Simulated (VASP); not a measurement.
**GaP: single point with PBE**

The system is GaP.

```xyz
2
Lattice="0.0000 2.9293 2.7036 2.7036 0.0000 2.7036 2.7036 2.9293 0.0000" Properties=species:S:1:pos:R:3 pbc="T T T"
Ga    0.0000    0.0000    0.0000
P     4.0553    4.3940    4.0553
```

```
Program             : VASP 6.6.1
Task                : single point
Functional          : PBE
Potentials or basis : VASP PAW PBE potentials, release 64 (Ga_d, P)
Cutoff              : 520 eV
k mesh              : 10 × 10 × 10
Occupations         : gaussian, width 0.05 eV
Spin                : no spin polarisation
```

```
Pressure               : -1.9 GPa
Band gap on the k mesh : 1.15 eV
```

Stress tensor (GPa, compression positive):
```
 0.25  0.00  0.00
 0.00 -6.32  0.00
 0.00  0.00  0.25
```

Levels at points of the mesh, in eV from the valence-band top:
```tsv
k point	band 5	band 6	band 7	band 8	band 9	band 10	band 11	band 12	band 13	band 14
(0.00, 0.00, 0.00)	-14.55	-12.23	-0.49	0.00	0.00	1.15	3.72	3.72	3.90	8.30
(0.50, 0.00, 0.00)	-14.54	-10.34	-6.47	-1.52	-0.86	1.22	4.45	4.86	8.05	10.20
(0.50, 0.50, 0.00)	-14.53	-9.41	-6.48	-2.82	-2.78	1.45	1.47	9.63	9.69	10.59
(0.50, 0.00, 0.50)	-14.55	-9.74	-6.97	-2.28	-2.28	1.98	2.20	10.00	10.00	10.02
```

Wall time 76 s on 1 thread of AMD EPYC 7R13, on a shared host, peak memory 0.18 GiB.

A k mesh can miss the band edges. PBE gaps usually lie below the measured ones, often by a third to a half.
